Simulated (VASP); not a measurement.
# Na11S7 (a cell with a defect) in VASP: single point with PBE

Aim: the single point of Na11S7 (a cell with a defect) with PBE.

Program: VASP 6.6.1. These are calculated values, not measurements. Logs are shortened: lines on timing, memory, paths and dates and some standing lists are left out, and cuts for length are marked.

## (1) The cell of the first run

The cell holds a defect, 18 atoms: a = 8.043 Å, b = 8.043 Å, c = 8.043 Å, α = 80.41°, β = 70.53°, γ = 60.00°.

## (2) Single point, PBE, collinear spin

INCAR reads:

```
PREC = Accurate
ENCUT = 400
EDIFF = 1E-6
ISMEAR = 0
SIGMA = 0.01
LREAL = F
LASPH = T
NELM = 200
ALGO = Normal
ISIF = 2
LWAVE = F
LCHARG = T
ISPIN = 2
MAGMOM = 0.091 0.091 0.091 0.091 0 0 0.091 0 0 0 0 0 0.091 0.091 0.091 0.091 0.091 0.091
LORBIT = 11
GGA = PE
LELF = T
LVHAR = T
NBANDS = 78
NELECT = 117.0
GGA_COMPAT = F
```

KPOINTS reads:

```
regular mesh
0
Gamma
  3 3 3
```

POSCAR reads:

```
Na11S7
1.0
   -6.5672503468     -3.2836251734     -3.2836251734
   -3.2836251734     -6.5672503468      3.2836251734
   -6.5672503468      3.2836251734      3.2836251734
S Na
7 11
Direct
    0.3057701192      0.6666666667      0.1729314480
    0.5773593263      0.6666666667      0.0597486206
    0.3275103366      0.3067194830     -0.0156339440
   -0.0324368471      0.0266138504     -0.0156339440
    0.8388648398      0.3390153502      0.4977061334
    0.5112135233      0.9943179832      0.4977061334
    0.2070050321      0.6666666667      0.4483066065
    0.9512600937      0.3284872044      0.1251299130
    0.6130806314      0.0048461289      0.1251299130
    0.4816087456      0.3036831075      0.6175250667
    0.1186251865      1.0296502259      0.6175250667
    0.8092791848      0.6666666667      0.6050213359
    0.5598615364      0.6666666667      0.4074470735
    0.2221863391      0.3164607097      0.3506089401
    0.8719803822      0.0168726236      0.3506089401
    0.6778545190      0.3364021133      0.8684830047
    0.3475899657     -0.0030687800      0.8684830047
    0.1113870856      0.6666666667      0.9189066880
```

Potentials or basis: VASP PAW PBE potentials, release 64 (S, Na_pv).

Run with:

```
> cat potpaw_PBE.64/S/POTCAR potpaw_PBE.64/Na_pv/POTCAR > POTCAR
> mpirun -np 1 vasp_std > vasp.out
```

OUTCAR:

```text
PREC = Accurate
   ENCUT = 400
   EDIFF = 1E-6
   ISMEAR = 0
   LREAL = F
   LASPH = T
   NELM = 200
   ISIF = 2
   ISPIN = 2
   LORBIT = 11
   GGA = PE
   NELECT = 117.0

 ion  position               nearest neighbor table
   1  0.306  0.667  0.173-   2 2.07   7 2.09
   2  0.577  0.667  0.060-   1 2.07  13 2.75
   3  0.328  0.307  0.984-  18 2.60  17 2.72   9 2.77  16 2.78   8 2.78  14 2.78  10 2.79
   4  0.968  0.027  0.984-  18 2.60  16 2.72   8 2.77  17 2.78   9 2.78  15 2.78  11 2.79
   5  0.839  0.339  0.498-  13 2.65  11 2.69  12 2.78
   6  0.511  0.994  0.498-  13 2.65  10 2.69  12 2.78
   7  0.207  0.667  0.448-   1 2.09  13 2.75
   8  0.951  0.328  0.125-   4 2.77   3 2.78
   9  0.613  0.005  0.125-   3 2.77   4 2.78
  10  0.482  0.304  0.618-   6 2.69   3 2.79
  11  0.119  0.030  0.618-   5 2.69   4 2.79
  12  0.809  0.667  0.605-   6 2.78   5 2.78
  13  0.560  0.667  0.407-   6 2.65   5 2.65   7 2.75   2 2.75
  14  0.222  0.316  0.351-   3 2.78
  15  0.872  0.017  0.351-   4 2.78
  16  0.678  0.336  0.868-   4 2.72   3 2.78
  17  0.348  0.997  0.868-   3 2.72   4 2.78
  18  0.111  0.667  0.919-   4 2.60   3 2.60

  LATTYP: Found a base centered monoclinic cell.
 ALAT       =     8.0432061814
 B/A-ratio  =     1.7320508076
 C/A-ratio  =     1.0000000000
 COS(beta)  =    -0.3333333333

  Lattice vectors:

 A1 = (   3.2836251734,  -3.2836251734,   6.5672503468)
 A2 = (   3.2836251734,   6.5672503468,  -3.2836251734)
 A3 = (  -6.5672503468,   3.2836251734,   3.2836251734)

Analysis of symmetry for initial positions (statically):
=====================================================================
 Subroutine PRICEL returns:
 Original cell was already a primitive cell.

 Routine SETGRP: Setting up the symmetry group for a
 base centered monoclinic supercell.

 Subroutine GETGRP returns: Found  2 space group operations
 (whereof  1 operations were pure point group operations)
 out of a pool of  4 trial point group operations.

The static configuration has the point symmetry C_1 .
 The point group associated with its full space group is C_1h.

Analysis of symmetry for dynamics (positions and initial velocities):
=====================================================================
 Subroutine PRICEL returns:
 Original cell was already a primitive cell.

 Routine SETGRP: Setting up the symmetry group for a
 base centered monoclinic supercell.

 Subroutine GETGRP returns: Found  2 space group operations
 (whereof  1 operations were pure point group operations)
 out of a pool of  4 trial point group operations.

The dynamic configuration has the point symmetry C_1 .
 The point group associated with its full space group is C_1h.

Analysis of structural, dynamic, and magnetic symmetry:
=====================================================================
 Subroutine PRICEL returns:
 Original cell was already a primitive cell.

 Routine SETGRP: Setting up the symmetry group for a
 base centered monoclinic supercell.

 Subroutine GETGRP returns: Found  2 space group operations
 (whereof  1 operations were pure point group operations)
 out of a pool of  4 trial point group operations.

The overall configuration has the point symmetry C_1 .
 The point group associated with its full space group is C_1h.

 Subroutine INISYM returns: Found  2 space group operations
 (whereof  1 operations are pure point group operations),
 and found     1 'primitive' translations

----------------------------------------------------------------------------------------

                                     Primitive cell

  volume of cell :     424.8562

  direct lattice vectors                    reciprocal lattice vectors
    -6.567250347 -3.283625173 -3.283625173    -0.076135365 -0.025378455 -0.126892274
    -3.283625173 -6.567250347  3.283625173     0.000000000 -0.101513820  0.101513820
    -6.567250347  3.283625173  3.283625173    -0.076135365  0.076135365  0.076135365

[... 82 lines left out ...]
   k-points           NKPTS =     10   k-points in BZ     NKDIM =     10   number of bands    NBANDS=     78
   number of dos      NEDOS =    301   number of ions     NIONS =     18
   total plane-waves  NPLWV = 157464
   dimension x,y,z NGX =    54 NGY =   54 NGZ =   54
   dimension x,y,z NGXF=   108 NGYF=  108 NGZF=  108
   ions per type =               7  11
   NGX,Y,Z   is equivalent  to a cutoff of  11.16, 11.16, 11.16 a.u.
   NGXF,Y,Z  is equivalent  to a cutoff of  22.32, 22.32, 22.32 a.u.
 SYSTEM =  unknown system
   PREC   = accura    normal or accurate (medium, high low for compatibility)
   ISTART =      0    job   : 0-new  1-cont  2-samecut
   ICHARG =      2    charge: 1-file 2-atom 10-const
   ISPIN  =      2    spin polarized calculation?
   LNONCOLLINEAR =      F non collinear calculations
   LSORBIT =      F    spin-orbit coupling
   LASPH  =      T    aspherical Exc in radial PAW
   ENCUT  =  400.0 eV  29.40 Ry    5.42 a.u.  13.12 13.12 13.12*2*pi/ulx,y,z
   NELM   =    200;   NELMIN=  2; NELMDL= -5     # of ELM steps
   EDIFF  = 0.1E-05   stopping-criterion for ELM
   LREAL  =      F    real-space projection
   EDIFFG = 0.1E-04   stopping-criterion for IOM
   NSW    =      0    number of steps for IOM
   IBRION =     -1    ionic relax: 0-MD 1-quasi-New 2-CG
   NFREE  =      0    steps in history (QN), initial steepest desc. (CG)
   ISIF   =      2    stress and relaxation
   ISYM   =      2    0-nonsym 1-usesym 2-fastsym
   POTIM  = 0.5000    time-step for ionic-motion
   TEBEG  =    0.0;   TEEND  =   0.0 temperature during run
   PSTRESS=    0.0 pullay stress
   NELECT =     117.0000    total number of electrons
   NUPDOWN=      -1.0000    fix difference up-down
   EMIN   =  10.00;   EMAX   =-10.00  energy-range for DOS
   EFERMI =   0.00;   METHOD = LEGACY
   ISMEAR =     0;   SIGMA  =   0.01  broadening in eV -4-tet -1-fermi 0-gaus
   EFERMI_NEDOS =   21; number of points for ismear=-14 and -15
   IALGO  =     38    algorithm
   IMIX   =      4    mixing-type and parameters
     AMIX     =   0.40;   BMIX     =  1.00
     AMIX_MAG =   1.60;   BMIX_MAG =  1.00
  volume/ion in A,a.u.               =      23.60       159.28
  Fermi-wavevector in a.u.,A,eV,Ry     =   1.065098  2.012743 15.434900  1.134433
  Thomas-Fermi vector in A             =   2.200638
   LORBIT       =     11    0 simple, 1 ext, 2 COOP (PROOUT), +10 PAW based schemes
   GGA     = PE    functional components
   LHFCALC =     F    Hartree Fock is set to
   AEXX    =    0.0000 exact exchange contribution
   IVDW    =     0    specifies the selected vdW correction
   LEPSILON=     F    determine dielectric tensor
   LRPA    =     F    only Hartree local field effects (RPA)
 spin polarized calculation
 Gauss-broadening in eV      SIGMA  =   0.01
  energy-cutoff  :      400.00
  volume of cell :      424.86
 maximum number of plane-waves:      7738
 NGX is ok and might be reduce to    54
   NGX = 27   NGY = 27   NGZ = 27

 number of electron     117.0000005 magnetization       0.9999971

 Free energy of the ion-electron system (eV)
  ---------------------------------------------------
  ext. energy  EPLUGINS =         0.00000000
  ---------------------------------------------------
  free energy    TOTEN  =       -62.24249817 eV

  energy without entropy =      -62.24249817  energy(sigma->0) =      -62.24249817

 E-fermi :   0.9195     XC(G=0):  -7.6288

 val. band max:        0.8672694479   @ k =  -0.3333   0.3333   0.0000
 cond. band min:       1.0806886915   @ k =   0.0000   0.0000   0.0000
 fundamental gap:      0.2134192437
 Fermi energy:         0.9194723988

 spin component 1

 k-point     1 :       0.0000    0.0000    0.0000
  band No.  band energies     occupation
      1     -22.3288      1.00000
      2     -22.3102      1.00000
      3     -22.2452      1.00000
      4     -22.0614      1.00000
      5     -22.0467      1.00000
      6     -21.9297      1.00000
[... 719 lines left out ...]
     69       6.5822      0.00000
     70       6.6240      0.00000
 Fermi energy:         0.9194723988

 spin component 2

 k-point     1 :       0.0000    0.0000    0.0000
  band No.  band energies     occupation
      1     -22.3289      1.00000
      2     -22.3103      1.00000
      3     -22.2451      1.00000
      4     -22.0617      1.00000
      5     -22.0472      1.00000
      6     -21.9284      1.00000
[... 719 lines left out ...]
     69       6.6006      0.00000
     70       6.6805      0.00000
 [bands above 70 left out]

------------------------ aborting loop because EDIFF is reached ----------------------------------------

  FORCE on cell =-STRESS in cart. coord.  units (eV):
  Direction    XX          YY          ZZ          XY          YZ          ZX
  --------------------------------------------------------------------------------------
  -------------------------------------------------------------------------------------
  Total       -5.3800416     -7.8050032     -7.8050032      0.0559672     -2.7588724      0.0559671
  in kB      -20.2887010    -29.4334855    -29.4334855      0.2110583    -10.4039972      0.2110580
  external PRESSURE =     -26.3852240 kB  Pullay stress =       0.0000000 kB

 VOLUME and BASIS-vectors are now :
 -----------------------------------------------------------------------------
  energy-cutoff  :      400.00
  volume of cell :      424.86
      direct lattice vectors                 reciprocal lattice vectors
    -6.567250347 -3.283625173 -3.283625173    -0.076135365 -0.025378455 -0.126892274
    -3.283625173 -6.567250347  3.283625173     0.000000000 -0.101513820  0.101513820
    -6.567250347  3.283625173  3.283625173    -0.076135365  0.076135365  0.076135365

 POSITION                                       TOTAL-FORCE (eV/Angst)
 -----------------------------------------------------------------------------------
     -5.33284     -4.81436      1.75289        -0.096633     -0.008527     -0.008527
     -6.37313     -6.07781      0.48944         0.052151      0.062593      0.062593
     -9.62257      0.14256      3.16402        -0.002380      0.002272     -0.003146
    -12.90620     -0.11961      0.14256        -0.002380     -0.003146      0.002272
     -9.89080     -3.34664     -0.00704        -0.001543      0.004518     -0.004740
     -9.89080     -6.57429      3.22061        -0.001543     -0.004740      0.004518
[... 10 lines left out ...]
    -11.25980     -4.83668      4.98397        -0.000720      0.002838     -0.000771
     -8.95528     -1.72658      4.84068         0.003021     -0.002155     -0.002155
 -----------------------------------------------------------------------------------
    total drift:                               -0.002918      0.002428      0.002439

  FREE ENERGIE OF THE ION-ELECTRON SYSTEM (eV)
  ---------------------------------------------------
  free  energy   TOTEN  =       -62.2424981684 eV

  energy  without entropy=      -62.2424981684  energy(sigma->0) =      -62.24249817

 total charge

# of ion       s       p       d       tot
------------------------------------------
    1        1.386   2.157   0.000   3.543
    2        1.342   2.339   0.000   3.681
    3        1.320   2.392   0.000   3.712
    4        1.320   2.392   0.000   3.712
    5        1.310   2.410   0.000   3.721
    6        1.310   2.410   0.000   3.721
[... 10 lines left out ...]
   17        0.062   5.984   0.000   6.046
   18        0.070   5.983   0.000   6.053
--------------------------------------------------
tot         10.016  82.248   0.000  92.264

 magnetization (x)

# of ion       s       p       d       tot
------------------------------------------
    1        0.008   0.214   0.000   0.221
    2        0.002   0.068   0.000   0.069
    3        0.004   0.104   0.000   0.108
    4        0.004   0.104   0.000   0.108
    5        0.001   0.014   0.000   0.015
    6        0.001   0.014   0.000   0.015
[... 10 lines left out ...]
   17        0.001   0.002   0.000   0.003
   18       -0.000   0.000   0.000  -0.000
--------------------------------------------------
tot          0.020   0.588   0.000   0.609
```

It took 11 min on 1 thread of Intel Xeon Platinum 8559C (Emerald Rapids), shared host; peak memory 0.67 GiB.

What came out:

| Item | Value |
| --- | --- |
| Free energy | -62.2425 eV |
| Largest force | 0.103 eV/Å |
| Net moment | 1.00 μB per cell |
| Site moments | S +0.22, +0.07, +0.11, +0.01 (each value once); Na +0.00, -0.00 (each value once) μB |
| Valence electrons inside the program's atomic spheres | S 3.54, 3.68, 3.71, 3.72 (each value once); Na 6.04, 6.05, 6.03, 6.07 (each value once) |

Forces in eV/Å, atoms in the order of the input:
```
S   -0.097 -0.009 -0.009
S    0.052  0.063  0.063
S   -0.002  0.002 -0.003
S   -0.002 -0.003  0.002
S   -0.002  0.005 -0.005
S   -0.002 -0.005  0.005
S    0.049 -0.055 -0.055
Na   0.000  0.001  0.000
Na   0.000  0.000  0.001
Na  -0.001 -0.006  0.005
Na  -0.001  0.005 -0.006
Na  -0.002 -0.001 -0.001
Na   0.008  0.002  0.002
Na  -0.001 -0.001  0.002
Na  -0.001  0.002 -0.001
Na  -0.001 -0.001  0.003
Na  -0.001  0.003 -0.001
Na   0.003 -0.002 -0.002
```

Caveat: the cell carries a net charge on a neutralising background, which shifts energy and pressure; the cell is charged against a uniform background, so pressure and absolute levels hang on convention.
